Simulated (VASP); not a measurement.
A run of VASP 6.6.1:

INCAR

```
SYSTEM = SnO
  PREC = Accurate
  ENCUT = 600
  EDIFF = 1E-6
  ISMEAR = -1
  SIGMA = 0.08
  LREAL = .FALSE.
  LASPH = .TRUE.
  NELM = 60
  ALGO = Normal
  ISIF = 3
  LWAVE = .FALSE.
  LCHARG = .FALSE.
  GGA = PE
  IBRION = 2
  NSW = 100
  EDIFFG = -0.005
```

Contents of KPOINTS:

```
Automatic mesh
0
G
  12 12 12
  0 0 0
```

File POSCAR:

```
SnO
1.0
    0.0000000000      2.2784552067      2.2784552067
    2.2784552067      0.0000000000      2.2784552067
    2.2784552067      2.2784552067      0.0000000000
Sn O
1 1
Direct
    0.0000000000      0.0000000000      0.0000000000
    0.2500000000      0.2500000000      0.2500000000
```

Potentials or basis: VASP PAW PBE potentials, release 64 (Sn_d, O).

Run with:

```console
$ cat potpaw_PBE.64/Sn_d/POTCAR potpaw_PBE.64/O/POTCAR > POTCAR
$ mpirun -np 1 vasp_std > vasp.out
```

Hardware: 1 thread of AMD EPYC 9R45 96-Core Processor (Zen 5) (shared host).

How long does it take, and how much memory?

It took 92 s on 1 thread of AMD EPYC 9R45 96-Core Processor (Zen 5) (shared host), peak memory 0.15 GiB. Counts: scf iterations 58, k points 72, ion steps 6.
